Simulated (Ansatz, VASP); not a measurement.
GaAs in VASP and in Ansatz

Contents of INCAR:

```
  PREC = Accurate
  ENCUT = 520
  EDIFF = 1E-7
  ISMEAR = -1
  SIGMA = 0.08
  LREAL = F
  LASPH = T
  NELM = 100
  ALGO = Normal
  ISIF = 2
  LWAVE = F
  LCHARG = F
  GGA = PE
  NBANDS = 16
```

KPOINTS

```
regular mesh
0
Gamma
  15 15 15
```

POSCAR

```
GaAs
1.0
    0.0000000000      2.2090502476      2.2090502476
    2.2090502476      0.0000000000      2.2090502476
    2.2090502476      2.2090502476      0.0000000000
Ga As
1 1
Direct
    0.0000000000      0.0000000000      0.0000000000
    0.5000000000      0.5000000000      0.5000000000
```

Input for Ansatz:

```yaml
crystal:
  lattice:
    - [0.0, 2.2090502476, 2.2090502476]
    - [2.2090502476, 0.0, 2.2090502476]
    - [2.2090502476, 2.2090502476, 0.0]
  atoms:
    - { symbol: Ga, position: [0.0, 0.0, 0.0] }
    - { symbol: As, position: [0.5, 0.5, 0.5] }
kpoints:
  mp_grid: { grid: [15, 15, 15] }
scf:
  occupations: { method: fermi_dirac, width: 0.08 }
hamiltonian:
  xc: pbe
  pseudopotentials: { kind: paw, level: accurate }
output:
  forces: true
  stress: true
  eigenvalues: true
  write_density: true
  write_potential: true
  elf: true
  volumetric_format: npy
```

Alike in both runs: task single point; functional PBE; k mesh 15 × 15 × 15; occupations fermi-dirac, width 0.08 eV; no spin polarisation.

|  | VASP | Ansatz |
| --- | --- | --- |
| version | VASP 6.6.1 | Ansatz 0.2.0 |
| potentials or method | VASP PAW PBE potentials, release 64 (Ga_d, As) | PAW with other files of Ansatz's library (level accurate), scalar-relativistic |
| plane-wave cutoff (eV) | 520 | 1300 |
| valence electrons in the cell | 18 | 36 |

```tsv
	VASP	Ansatz	Ansatz less VASP
pressure (GPa)	170.2	167.7	-2.49
```

Both programs put the cell under a high pressure, so it lies far from rest at this level. VASP's potentials hold 18 valence electrons a cell and Ansatz's 36, so a difference there can come from the potentials and not from the codes. Ansatz's warnings: written density without core change.

Noted on VASP's run: the cell as given lies far from equilibrium.
